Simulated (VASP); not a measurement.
# SrTiO3 (Cmmm) in VASP: notebook

Runs on SrTiO3. Level: PBE. Tasks: single point.

Everything below comes from runs of VASP 6.6.1. Logs are shortened: lines on timing, memory, paths and dates and some standing lists are left out, and cuts for length are marked.

### 1 The cell of the first run

The structure is orthorhombic, space group Cmmm (No. 65). The conventional cell has a = 5.488 Å, b = 5.802 Å, c = 3.868 Å, α = 90.00°, β = 90.00°, γ = 90.00°. Sr (site symmetry mmm) has 12 O at 2.74 to 2.90 Å and 8 Ti at 3.36 to 3.49 Å within 3.6 Å. Within 2.6 Å of Ti (site symmetry mmm) lie 6 O at 1.93 to 2.00 Å. O (site symmetry 2/m) has 2 Ti at 2.00 Å within 2.6 Å. O (site symmetry 2/m) has 2 Ti at 2.00 Å within 2.6 Å. Within 2.6 Å of O (site symmetry mmm) lie 2 Ti at 1.93 Å.

### 2 Single point, PBE

The input, INCAR:

```
  ALGO = Normal
  EDIFF = 1E-6
  ENCUT = 520
  GGA = PE
  ISIF = 2
  ISMEAR = 0
  LASPH = T
  LCHARG = F
  LREAL = F
  LWAVE = F
  NBANDS = 51
  NELM = 80
  PREC = Accurate
  SIGMA = 0.02
```

The input, KPOINTS:

```
k-points
0
Gamma
  7 3 10
```

The input, POSCAR:

```
SrTiO3
1.0
    3.8677061051      0.0000000000      0.0000000000
    0.0000000000     11.6031183152      0.0000000000
    0.0000000000     -2.9007795788      2.7441904121
Sr Ti O
2 2 6
Direct
    0.0000000000      0.0000000000      0.0000000000
    0.0000000000      0.5000000000      0.0000000000
    0.5000000000      0.2500000000      0.0000000000
    0.5000000000      0.7500000000      0.0000000000
    0.5000000000      0.0000000000      0.5000000000
    0.5000000000      0.5000000000      0.5000000000
    0.5000000000      0.2500000000      0.5000000000
    0.5000000000      0.7500000000      0.5000000000
    0.0000000000      0.2500000000      0.0000000000
    0.0000000000      0.7500000000      0.0000000000
```

Potentials or basis: VASP PAW PBE potentials, release 64 (Sr_sv, Ti_sv, O).

Started as:

```console
$ cat potpaw_PBE.64/Sr_sv/POTCAR potpaw_PBE.64/Ti_sv/POTCAR potpaw_PBE.64/O/POTCAR > POTCAR
$ mpirun -np 1 vasp_std > vasp.out
```

OUTCAR:

```text
EDIFF = 1E-6
   ENCUT = 520
   GGA = PE
   ISIF = 2
   ISMEAR = 0
   LASPH = T
   LREAL = F
   NELM = 80
   PREC = Accurate

 ion  position               nearest neighbor table
   1  0.000  0.000  0.000-   9 2.74  10 2.74   7 2.78   5 2.78   8 2.78   5 2.78   5 2.78   7 2.78
                             5 2.78   8 2.78  10 2.90   9 2.90   3 3.36   4 3.36   3 3.36   4 3.36
   2  0.000  0.500  0.000-  10 2.74   9 2.74   8 2.78   6 2.78   7 2.78   6 2.78   6 2.78   8 2.78
                             6 2.78   7 2.78  10 2.90   9 2.90   4 3.36   3 3.36   4 3.36   3 3.36
   3  0.500  0.250  0.000-   9 1.93   9 1.93   6 2.00   5 2.00   7 2.00   7 2.00   1 3.36   2 3.36
                             2 3.36   1 3.36   1 3.49   2 3.49   2 3.49   1 3.49
   4  0.500  0.750  0.000-  10 1.93  10 1.93   5 2.00   6 2.00   8 2.00   8 2.00   2 3.36   1 3.36
                             1 3.36   2 3.36   1 3.49   2 3.49   2 3.49   1 3.49
   5  0.500  0.000  0.500-   3 2.00   4 2.00   1 2.78   1 2.78   1 2.78   1 2.78
   6  0.500  0.500  0.500-   4 2.00   3 2.00   2 2.78   2 2.78   2 2.78   2 2.78
   7  0.500  0.250  0.500-   3 2.00   3 2.00   1 2.78   2 2.78   2 2.78   1 2.78
   8  0.500  0.750  0.500-   4 2.00   4 2.00   2 2.78   1 2.78   1 2.78   2 2.78
   9  0.000  0.250  0.000-   3 1.93   3 1.93   1 2.74   2 2.74   2 2.90   1 2.90
  10  0.000  0.750  0.000-   4 1.93   4 1.93   2 2.74   1 2.74   2 2.90   1 2.90

  LATTYP: Found a simple monoclinic cell.
 ALAT       =     3.9931320017
 B/A-ratio  =     0.9685895942
 C/A-ratio  =     2.0000000000
 COS(beta)  =    -0.0554365272

  Lattice vectors:

 A1 = (   0.0000000000,  -2.9007795788,   2.7441904121)
 A2 = (   3.8677061051,   0.0000000000,   0.0000000000)
 A3 = (   0.0000000000,   5.8015591576,   5.4883808242)

Analysis of symmetry for initial positions (statically):
=====================================================================
 Subroutine PRICEL returns following result:

  LATTYP: Found a base centered orthorhombic cell.
 ALAT       =     5.4883808242
 B/A-ratio  =     1.0570620632
 C/A-ratio  =     0.7047080421

  Lattice vectors:

 A1 = (   0.0000000000,   2.9007795788,   2.7441904121)
 A2 = (   0.0000000000,  -2.9007795788,   2.7441904121)
 A3 = (   3.8677061051,   0.0000000000,   0.0000000000)

   2 primitive cells build up your supercell.

 Routine SETGRP: Setting up the symmetry group for a
 simple monoclinic supercell.

 Subroutine GETGRP returns: Found  4 space group operations
 (whereof  4 operations were pure point group operations)
 out of a pool of  4 trial point group operations.

The static configuration has the point symmetry C_2h.

Analysis of symmetry for dynamics (positions and initial velocities):
[... 143 lines left out ...]
   EFERMI =   0.00;   METHOD = LEGACY
   ISMEAR =     0;   SIGMA  =   0.02  broadening in eV -4-tet -1-fermi 0-gaus
   EFERMI_NEDOS =   21; number of points for ismear=-14 and -15
   IALGO  =     38    algorithm
   IMIX   =      4    mixing-type and parameters
     AMIX     =   0.40;   BMIX     =  1.00
     AMIX_MAG =   1.60;   BMIX_MAG =  1.00
  volume/ion in A,a.u.               =      12.32        83.11
  Fermi-wavevector in a.u.,A,eV,Ry     =   1.417830  2.679309 27.350983  2.010241
  Thomas-Fermi vector in A             =   2.539019
   LORBIT       =      0    0 simple, 1 ext, 2 COOP (PROOUT), +10 PAW based schemes
   GGA     = PE    functional components
   LHFCALC =     F    Hartree Fock is set to
   AEXX    =    0.0000 exact exchange contribution
   IVDW    =     0    specifies the selected vdW correction
   LEPSILON=     F    determine dielectric tensor
   LRPA    =     F    only Hartree local field effects (RPA)
 non-spin polarized calculation
 Gauss-broadening in eV      SIGMA  =   0.02
  energy-cutoff  :      520.00
  volume of cell :      123.15
 maximum number of plane-waves:      3339
 NGX is ok and might be reduce to    30
   NGX = 15   NGY = 43   NGZ = 15

 number of electron      80.0000018 magnetization

 Free energy of the ion-electron system (eV)
  ---------------------------------------------------
  ext. energy  EPLUGINS =         0.00000000
  ---------------------------------------------------
  free energy    TOTEN  =       -80.02416170 eV

  energy without entropy =      -80.02416170  energy(sigma->0) =      -80.02416170

 E-fermi :   4.1120     XC(G=0): -11.0936

 val. band max:        3.8901190235   @ k =   0.4286   0.0000   0.5000
 cond. band min:       5.6090513487   @ k =   0.0000   0.0000   0.0000
 fundamental gap:      1.7189323251
 Fermi energy:         4.1119549662

 k-point     1 :       0.0000    0.0000    0.0000
  band No.  band energies     occupation
      1     -52.7091      2.00000
      2     -52.7080      2.00000
      3     -29.0842      2.00000
      4     -28.9983      2.00000
      5     -28.9527      2.00000
      6     -28.9515      2.00000
[... 1285 lines left out ...]
     50      11.2491      0.00000
     51      11.4778      0.00000

 [... further k-points ...]

------------------------ aborting loop because EDIFF is reached ----------------------------------------

  FORCE on cell =-STRESS in cart. coord.  units (eV):
  Direction    XX          YY          ZZ          XY          YZ          ZX
  --------------------------------------------------------------------------------------
  -------------------------------------------------------------------------------------
  Total        3.0477783     -6.8873310      2.4014755      0.0000000      0.0006756      0.0000000
  in kB       39.6507605    -89.6022894     31.2425381      0.0000000      0.0087889      0.0000000
  external PRESSURE =      -6.2363303 kB  Pullay stress =       0.0000000 kB

 VOLUME and BASIS-vectors are now :
 -----------------------------------------------------------------------------
  energy-cutoff  :      520.00
  volume of cell :      123.15
      direct lattice vectors                 reciprocal lattice vectors
     3.867706105  0.000000000  0.000000000     0.258551186  0.000000000  0.000000000
     0.000000000 11.603118315  0.000000000     0.000000000  0.086183729  0.091101550
     0.000000000 -2.900779579  2.744190412     0.000000000  0.000000000  0.364406200

 POSITION                                       TOTAL-FORCE (eV/Angst)
 -----------------------------------------------------------------------------------
      0.00000      0.00000      0.00000        -0.000000      0.000000     -0.000000
      0.00000      5.80156      0.00000        -0.000000      0.000000     -0.000000
      1.93385      2.90078      0.00000         0.000000     -0.000000      0.000000
      1.93385      8.70234      0.00000         0.000000      0.000000      0.000000
      1.93385     -1.45039      1.37210         0.000000      0.000000     -0.000000
      1.93385      4.35117      1.37210         0.000000     -0.000000     -0.000000
      1.93385      1.45039      1.37210         0.000000     -0.000000     -0.000000
      1.93385      7.25195      1.37210         0.000000      0.000000     -0.000000
      0.00000      2.90078      0.00000        -0.000000     -0.000000     -0.000000
      0.00000      8.70234      0.00000        -0.000000     -0.000000     -0.000000
 -----------------------------------------------------------------------------------
    total drift:                                0.000000      0.000000     -0.000000

  FREE ENERGIE OF THE ION-ELECTRON SYSTEM (eV)
  ---------------------------------------------------
  free  energy   TOTEN  =       -80.0241617025 eV

  energy  without entropy=      -80.0241617025  energy(sigma->0) =      -80.02416170
```

stdout:

```text
POSCAR found type information on POSCAR SrTiO
 POSCAR found :  3 types and      10 ions
 scaLAPACK will be used
 LDA part: xc-table for (Slater+PW92), standard interpolation
 POSCAR, INCAR and KPOINTS ok, starting setup
 FFT: planning ... GRIDC
 FFT: planning ... GRID_SOFT
 FFT: planning ... GRID
 WAVECAR not read
 entering main loop
```

Run time: 15 min. Hardware: 1 thread of Oxide Virtual Turin-like, shared host; peak memory 0.46 GiB.

What came out:

```yaml
Free_energy: -80.0242 eV
Pressure: -0.6 GPa
Band_gap_on_the_k_mesh: 1.72 eV
```

Stress tensor (GPa, compression positive):
```
 3.97  0.00  0.00
 0.00 -8.96  0.00
 0.00  0.00  3.12
```

Caveat: the stress differs along the axes, from -9 to 4 GPa. A k mesh can miss the band edges.

### 3 Single point, PBE

This run uses another cell than the first one, of 12.42 Å³/atom.

The input, INCAR:

```
ALGO = Normal ; EDIFF = 1E-6
ENCUT = 520 ; GGA = PE
ISIF = 2 ; ISMEAR = 0
LASPH = True ; LCHARG = False
LREAL = False ; LWAVE = False
NBANDS = 51 ; NELM = 80
PREC = Accurate ; SIGMA = 0.02
```

KPOINTS is that of step 2.

POSCAR: that of step 2 with these lines changed.

```diff
@@ -3,4 +3,4 @@
     3.8677061051      0.0000000000      0.0000000000
-    0.0000000000     11.6031183152      0.0000000000
-    0.0000000000     -2.9007795788      2.7441904121
+    0.0000000000     11.6031183152      0.0000166970
+    0.0000000000     -2.9007756299      2.7666738478
 Sr Ti O
```

Potentials or basis: VASP PAW PBE potentials, release 64 (Sr_sv, Ti_sv, O).

Started as:

```console
$ cat potpaw_PBE.64/Sr_sv/POTCAR potpaw_PBE.64/Ti_sv/POTCAR potpaw_PBE.64/O/POTCAR > POTCAR
$ mpirun -np 1 vasp_std > vasp.out
```

Run time: 16 min. Hardware: 1 thread of Oxide Virtual Turin-like, shared host; peak memory 0.46 GiB.

Results (log left out):

* Free energy: -80.0371 eV
* Pressure: -1.9 GPa
* Band gap on the k mesh: 1.73 eV

Stress tensor (GPa, compression positive):
```
 3.13  0.00  0.00
 0.00 -9.51  0.00
 0.00  0.00  0.65
```

Levels at points of the mesh, in eV from the valence-band top:
```tsv
k point	band 36	band 37	band 38	band 39	band 40	band 41	band 42	band 43	band 44	band 45
(0.00, 0.00, 0.00)	-0.72	-0.70	-0.47	-0.36	-0.24	1.73	1.73	1.87	1.94	3.45
(0.00, 0.00, 0.50)	-1.66	-1.64	-0.72	-0.70	-0.12	1.94	3.42	3.45	3.48	3.53
```

Caveat: the stress differs along the axes, from -10 to 3 GPa. A k mesh can miss the band edges.
